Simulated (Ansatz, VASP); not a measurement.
# ZrN in VASP and in Ansatz

INCAR

```
ALGO = Normal
DIPOL = 0.5 0.5 0.500
EDIFF = 1E-6
ENCUT = 520
GGA = PE
IDIPOL = 3
ISIF = 2
ISMEAR = 0
LASPH = True
LCHARG = False
LDIPOL = True
LREAL = False
LWAVE = False
NBANDS = 54
NELM = 60
PREC = Accurate
SIGMA = 0.1
```

Contents of KPOINTS:

```
k-points
0
Gamma
  12 12 1
```

POSCAR

```
ZrN
1.0
    3.2489094157      0.0000000000      0.0000000000
   -1.6244547079      2.8136380886      0.0000000000
    0.0000000000      0.0000000000     26.9372554336
N Zr
5 5
Direct
    0.3333333333      0.6666666667      0.2784248016
    0.0000000000      0.0000000000      0.3769026676
    0.6666666667      0.3333333333      0.4753805335
    0.3333333333      0.6666666667      0.5738583995
    0.0000000000      0.0000000000      0.6723362654
    0.6666666667      0.3333333333      0.3276637346
    0.3333333333      0.6666666667      0.4261416005
    0.0000000000      0.0000000000      0.5246194665
    0.6666666667      0.3333333333      0.6230973324
    0.3333333333      0.6666666667      0.7215751984
```

Input for Ansatz:

```yaml
crystal:
  lattice:
    - [3.2489094157, 0.0, 0.0]
    - [-1.6244547079, 2.8136380886, 0.0]
    - [0.0, 0.0, 26.9372554336]
  atoms:
    - { symbol: "N", position: [0.3333333333, 0.6666666667, 0.2784248016] }
    - { symbol: Zr, position: [0.6666666667, 0.3333333333, 0.3276637346] }
    - { symbol: "N", position: [0.0, 0.0, 0.3769026676] }
    - { symbol: Zr, position: [0.3333333333, 0.6666666667, 0.4261416005] }
    - { symbol: "N", position: [0.6666666667, 0.3333333333, 0.4753805335] }
    - { symbol: Zr, position: [0.0, 0.0, 0.5246194665] }
    - { symbol: "N", position: [0.3333333333, 0.6666666667, 0.5738583995] }
    - { symbol: Zr, position: [0.6666666667, 0.3333333333, 0.6230973324] }
    - { symbol: "N", position: [0.0, 0.0, 0.6723362654] }
    - { symbol: Zr, position: [0.3333333333, 0.6666666667, 0.7215751984] }
basis:
  ecutwfc: 420
kpoints:
  mp_grid: { grid: [12, 12, 1] }
hamiltonian:
  xc: pbe
scf:
  occupations: { method: gaussian, width: 0.1 }
output:
  forces: true
  stress: true
  eigenvalues: true
  write_density: true
  write_potential: true
  elf: true
  volumetric_format: npy
efield:
  axis: 3
  dipole_correction: true
  ramp_width: 0.04
```

Alike in both runs: task single point; functional PBE; k mesh 12 × 12 × 1; occupations gaussian, width 0.1 eV; no spin polarisation.

|  | VASP | Ansatz |
| --- | --- | --- |
| version | VASP 6.6.1 | Ansatz 0.2.0 |
| potentials or method | VASP PAW PBE potentials, release 64 (N, Zr_sv), cutoff 520 eV | scalar-relativistic, plane waves, PAW |
| valence electrons in the cell | 85 | 85 |

|  | VASP | Ansatz | Ansatz less VASP |
| --- | --- | --- | --- |
| gap on the k mesh at the Fermi level (eV) | none | none | - |
| rms of the force components (eV/Å) | 1.490 | 1.491 | +0.0011 |

A gap of «none» marks a metal or a gap that the smearing closes. Ansatz's warnings: xc potential rough in thin density.
